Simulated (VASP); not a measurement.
A run of VASP 6.6.1:

The input POSCAR:

```
BaTiO3
1.0
    3.9699784200      0.0000000000      0.0000000000
    0.0000000000      3.9699784200      0.0000000000
    0.0000000000      0.0000000000      3.9932097600
Ba Ti O
1 1 3
Direct
    0.0000000000      0.0000000000      0.0000000000
    0.5000000000      0.5000000000      0.5021000000
    0.5000000000      0.5000000000      0.9847000000
    0.5000000000      0.0000000000      0.5130000000
    0.0000000000      0.5000000000      0.5130000000
```

File INCAR.step1:

```
PREC = Accurate
ENCUT = 520
EDIFF = 1E-6
ISMEAR = 0
SIGMA = 0.0173
LREAL = F
LASPH = T
NELM = 100
ALGO = Normal
ISIF = 2
LWAVE = F
LCHARG = T
LMAXMIX = 4
GGA = PE
NBANDS = 28
```

The input KPOINTS.step1:

```
Automatic mesh
0
Gamma
  7 7 7
```

The input INCAR.step2:

```
PREC = Accurate
ENCUT = 520
EDIFF = 1E-6
ISMEAR = -5
SIGMA = 0.0173
LREAL = F
LASPH = T
NELM = 100
ALGO = Normal
ISIF = 2
LWAVE = F
LCHARG = F
LMAXMIX = 4
GGA = PE
LORBIT = 11
NEDOS = 1001
ICHARG = 11
```

The input KPOINTS.step2:

```
Automatic mesh
0
Gamma
  11 11 11
```

Potentials or basis: VASP PAW PBE potentials, release 64 (Ba_sv, Ti_sv, O).

The run is started by

```sh
$ cat potpaw_PBE.64/Ba_sv/POTCAR potpaw_PBE.64/Ti_sv/POTCAR potpaw_PBE.64/O/POTCAR > POTCAR
$ cp INCAR.step1 INCAR
$ cp KPOINTS.step1 KPOINTS
$ mpirun -np 1 vasp_std > vasp.out
$ cp INCAR.step2 INCAR
$ cp KPOINTS.step2 KPOINTS
$ mpirun -np 1 vasp_std > vasp.out
```

Hardware: 1 thread of Intel Xeon 8259CL (shared host).

**Question.** Estimate the wall time of this run.

**Answer.** Run time: 5.1 min on 1 thread of Intel Xeon 8259CL (shared host), peak memory 0.32 GiB. Counts: k points 126.
